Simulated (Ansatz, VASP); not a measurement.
## One calculation of Cu2Ni3, two programs

Contents of INCAR:

```
SYSTEM = Cu2Ni3
  ALGO = Normal
  EDIFF = 1E-7
  ENCUT = 520
  GGA = PE
  ISIF = 2
  ISMEAR = 0
  ISPIN = 2
  LASPH = .True.
  LCHARG = .False.
  LMAXMIX = 4
  LORBIT = 11
  LREAL = .False.
  LWAVE = .False.
  MAGMOM = 0 0 0 0 0.54 0.54 0.54 0.54 0.54 0.54
  NBANDS = 67
  NELM = 150
  PREC = Accurate
  SIGMA = 0.1
```

The input KPOINTS:

```
k-points
0
Gamma
  6 6 1
  0 0 0
```

POSCAR

```
Cu2Ni3
1.0
    2.5057070000      0.0000000000      0.0000000000
   -1.2528535000      2.1700059000      0.0000000000
    0.0000000000      0.0000000000     20.7614944000
Cu Ni
4 6
Direct
    0.3333333000      0.6666667000      0.0514330000
    0.3333333000      0.6666667000      0.6495860000
    0.6666667000      0.3333333000      0.9485670000
    0.6666667000      0.3333333000      0.3504140000
    0.3333333000      0.6666667000      0.8477110000
    0.3333333000      0.6666667000      0.2494070000
    0.3333333000      0.6666667000      0.4514280000
    0.6666667000      0.3333333000      0.1522890000
    0.6666667000      0.3333333000      0.5485720000
    0.6666667000      0.3333333000      0.7505930000
```

Input for Ansatz:

```yaml
crystal:
  lattice:
    - [2.505707, 0.0, 0.0]
    - [-1.2528535, 2.1700059, 0.0]
    - [0.0, 0.0, 20.7614944]
  atoms:
    - { symbol: Cu, position: [0.3333333, 0.6666667, 0.051433] }
    - { symbol: Cu, position: [0.3333333, 0.6666667, 0.649586] }
    - { symbol: Cu, position: [0.6666667, 0.3333333, 0.948567] }
    - { symbol: Cu, position: [0.6666667, 0.3333333, 0.350414] }
    - { symbol: Ni, position: [0.3333333, 0.6666667, 0.847711], spin: 0.54 }
    - { symbol: Ni, position: [0.3333333, 0.6666667, 0.249407], spin: 0.54 }
    - { symbol: Ni, position: [0.3333333, 0.6666667, 0.451428], spin: 0.54 }
    - { symbol: Ni, position: [0.6666667, 0.3333333, 0.152289], spin: 0.54 }
    - { symbol: Ni, position: [0.6666667, 0.3333333, 0.548572], spin: 0.54 }
    - { symbol: Ni, position: [0.6666667, 0.3333333, 0.750593], spin: 0.54 }
basis:
  ecutwfc: 420
kpoints:
  mp_grid: { grid: [6, 6, 1] }
hamiltonian:
  xc: pbe
scf:
  occupations: { method: gaussian, width: 0.1 }
  lower_state_search: "off"
output:
  forces: true
  stress: true
  eigenvalues: true
  populations: true
magnetization:
  spin_polarized: true
```

Alike in both runs: task single point; functional PBE; k mesh 6 × 6 × 1; occupations gaussian, width 0.1 eV; collinear spin.

|  | VASP | Ansatz |
| --- | --- | --- |
| version | VASP 6.6.1 | Ansatz 0.2.0 |
| potentials or method | VASP PAW PBE potentials, release 64 (Cu, Ni), cutoff 520 eV | scalar-relativistic, plane waves, PAW |
| valence electrons in the cell | 104 | 184 |

```csv
,VASP,Ansatz,Ansatz less VASP
gap on the k mesh at the Fermi level (eV),none,none,-
pressure (GPa),-0.1,-0.3,-0.19
"traceless stress, the component that is largest in VASP (GPa)",-0.19,-0.21,-0.017
rms of the force components (eV/Å),0.028,0.025,-0.0034
net moment per atom (μB),0.22,0.22,0.000
size of the moment on the site where the two differ most (μB),0.44,0.46,+0.020
```

Site moments also hang on the region over which each program counts them. Atom by atom the forces differ by 0.004 eV/Å (rms over components). A gap of «none» marks a metal or a gap that the smearing closes. The functional is the same, so the differences come from potentials, cutoffs and numerics. VASP's potentials hold 104 valence electrons a cell and Ansatz's 184, so a difference there can come from the potentials and not from the codes.

The k mesh is coarse, so the values compare programs but aren't converged.
